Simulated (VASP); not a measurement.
Input of a VASP 6.6.1 run:

File INCAR:

```
PREC = Accurate ; ENCUT = 520
EDIFF = 1E-6 ; ISMEAR = -1
SIGMA = 0.1 ; LREAL = F
LASPH = T ; NELM = 100
ALGO = Normal ; ISIF = 2
LWAVE = F ; LCHARG = T
GGA = RP ; LELF = T
LVHAR = T ; NBANDS = 15
```

Contents of KPOINTS:

```
regular mesh
0
Gamma
  21 21 12
```

Contents of POSCAR:

```
Os
1.0
    2.7280918255      0.0000000000      0.0000000000
   -1.3640459127      2.3625968247      0.0000000000
    0.0000000000      0.0000000000      4.2980903774
Os
2
Direct
    0.3333333333      0.6666666667      0.2500000000
    0.6666666667      0.3333333333      0.7500000000
```

Potentials or basis: VASP PAW PBE potentials, release 64 (Os).

Command:

```sh
$ cat potpaw_PBE.64/Os/POTCAR > POTCAR
$ mpirun -np 1 vasp_std > vasp.out
```

Predict the pressure.

17.1 GPa.

Estimate the band gap on the k mesh.

zero (bands 8 and 9 overlap by 3.95 eV).

Stress tensor (GPa, compression positive):
```
16.45  0.00  0.00
 0.00 16.45  0.00
 0.00  0.00 18.51
```

Caveat: the cell stands under pressure; the PAW data sets were made with another functional, which shifts forces and pressure a little; spin-orbit coupling is left out, which moves the levels of the heavy elements.
